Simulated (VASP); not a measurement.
A run of VASP 6.6.1:

File INCAR:

```
ALGO = Normal
EDIFF = 1E-8
ENCUT = 520
ISIF = 2
ISMEAR = 0
LASPH = True
LCALCEPS = True
LCHARG = False
LMIXTAU = True
LREAL = False
LWAVE = False
METAGGA = R2SCAN
NELM = 100
PREC = Accurate
SIGMA = 0.01
```

File KPOINTS:

```
k-points
0
Gamma
  6 6 6
```

File POSCAR:

```
TePb
1.0
   -0.1773799080      3.2211704148      3.2211704148
    3.2211704148     -0.1773799080      3.2211704148
    3.2211704148      3.2211704148     -0.1773799080
Pb Te
1 1
Direct
    0.0000000000      0.0000000000      0.0000000000
    0.5000000000      0.5000000000      0.5000000000
```

Potentials or basis: VASP PAW PBE potentials, release 64 (Pb_d, Te).

Launch:

```console
$ cat potpaw_PBE.64/Pb_d/POTCAR potpaw_PBE.64/Te/POTCAR > POTCAR
$ mpirun -np 1 vasp_std > vasp.out
```

Hardware: 1 thread of Intel(R) Xeon(R) Platinum 8259CL CPU @ 2.50GHz (Skylake/Cascade Lake) (shared host).

**Question.** Estimate the wall time of this run.

**Answer.** It took 69 min on 1 thread of Intel(R) Xeon(R) Platinum 8259CL CPU @ 2.50GHz (Skylake/Cascade Lake), on a shared host, peak memory 0.47 GiB. Counts: scf iterations 103, k points 32.
